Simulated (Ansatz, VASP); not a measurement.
## Two plane-wave programs on Ge

```
Ge
1.0
     3.42347    0.00000    0.00000
    -1.71174    2.96481    0.00000
     0.00000    0.00000    2.90299
Ge
2
Direct
  0.66667 0.33333 0.66651
  0.33333 0.66667 0.33349
```

Alike in both runs: task single point; functional PBE; k mesh 6 × 6 × 6; occupations gaussian, width 0.1 eV; no spin polarisation.

|  | VASP | Ansatz |
| --- | --- | --- |
| version | VASP 6.6.1 | Ansatz 0.2.0 |
| potentials or method | VASP PAW PBE potentials, release 64 (Ge_d), cutoff 520 eV | scalar-relativistic, plane waves, PAW |
| valence electrons in the cell | 28 | 28 |

```csv
,VASP,Ansatz,Ansatz less VASP
gap on the k mesh at the Fermi level (eV),none,none,-
rms of the force components (eV/Å),1.740,1.748,+0.0087
```

Atom by atom the forces differ by 0.009 eV/Å (rms over components). A gap of «none» marks a metal or a gap that the smearing closes.

The k mesh is coarse, so the values compare programs but aren't converged.
